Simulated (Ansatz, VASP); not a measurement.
**Pd: VASP beside Ansatz**

The input INCAR:

```
SYSTEM = Pd
ALGO     = Normal         ! electronic algorithm
EDIFF    = 1E-8           ! SCF threshold, eV
ENCUT    = 520            ! plane-wave cutoff, eV
GGA      = CA             ! functional
ISIF     = 2              ! what is computed and relaxed
ISMEAR   = -1             ! smearing method
LASPH    = .TRUE.         ! aspherical terms in the spheres
LCHARG   = .FALSE.        ! write CHGCAR
LEFG     = .TRUE.       
LREAL    = .FALSE.        ! projectors in reciprocal space
LWAVE    = .FALSE.        ! write WAVECAR
NBANDS   = 11             ! bands
NELM     = 80             ! most SCF steps
PREC     = Accurate       ! precision mode
SIGMA    = 0.05           ! smearing width, eV
```

Contents of KPOINTS:

```
k-points
0
G
  18 18 18
  0 0 0
```

POSCAR

```
Pd
1.0
    0.0000000000      1.9383952691      1.9383952691
    1.9383952691      0.0000000000      1.9383952691
    1.9383952691      1.9383952691      0.0000000000
Pd
1
Direct
    0.0000000000      0.0000000000      0.0000000000
```

Input for Ansatz:

```yaml
crystal:
  lattice:
    - [0.0, 1.9383952691, 1.9383952691]
    - [1.9383952691, 0.0, 1.9383952691]
    - [1.9383952691, 1.9383952691, 0.0]
  atoms:
    - { symbol: Pd, position: [0.0, 0.0, 0.0] }
kpoints:
  mp_grid: { grid: [18, 18, 18] }
scf:
  occupations: { method: fermi_dirac, width: 0.05 }
hamiltonian:
  xc: lda
  pseudopotentials: { kind: paw }
output:
  forces: true
  stress: true
  eigenvalues: true
  efg: { contact_densities: true }
```

Change from the starting cell: volume scaled by 0.99, PAW files.

Alike in both runs: task electric field gradients; functional LDA; k mesh 18 × 18 × 18; occupations fermi-dirac, width 0.05 eV; no spin polarisation.

|  | VASP | Ansatz |
| --- | --- | --- |
| version | VASP 6.6.1 | Ansatz 0.2.0 |
| potentials or method | VASP PAW LDA potentials, release 64 (Pd) | PAW with Ansatz's default frozen-core files, scalar-relativistic |
| plane-wave cutoff (eV) | 520 | 420 |
| valence electrons in the cell | 10 | 18 |

```tsv
	VASP	Ansatz	Ansatz less VASP
pressure (GPa)	-5.9	-6.1	-0.25
```

LDA's correlation is that of Perdew and Zunger in VASP and of Perdew and Wang (1992) in Ansatz. VASP's potentials hold 10 valence electrons a cell and Ansatz's 18, so a difference there can come from the potentials and not from the codes.
